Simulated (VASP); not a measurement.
Ge:

```
Ge
1.0
     0.00000    2.77116    2.77116
     2.77116    0.00000    2.77116
     2.77116    2.77116    0.00000
Ge
2
Direct
  0.75000 0.75000 0.75000
  0.50000 0.50000 0.50000
```

Base run:

- Program: VASP 6.6.1
- Functional: PBE
- Potentials or basis: VASP PAW PBE potentials, release 64 (Ge_d)
- Cutoff: 520 eV
- k mesh: 8 × 8 × 8
- Occupations: fermi-dirac, width 0.05 eV
- Spin: non-collinear spin, zero start, spin-orbit coupling
- Starting moments: [[0.0, 0.0, 0.0], [0.0, 0.0, 0.0]] μB

Its results: pressure 8.9 GPa; net moment 0.00 μB per cell.

The run is repeated on the same cell with these changes: functional from PBE to PBEsol. What comes out?

Pressure 5.5 GPa; net moment 0.00 μB per cell.

PBEsol binds more tightly than PBE, so the same cell stands under less pressure.

Caveats: the cell stands under pressure; the PAW data sets were made with another functional, which shifts forces and pressure a little (at least some runs).
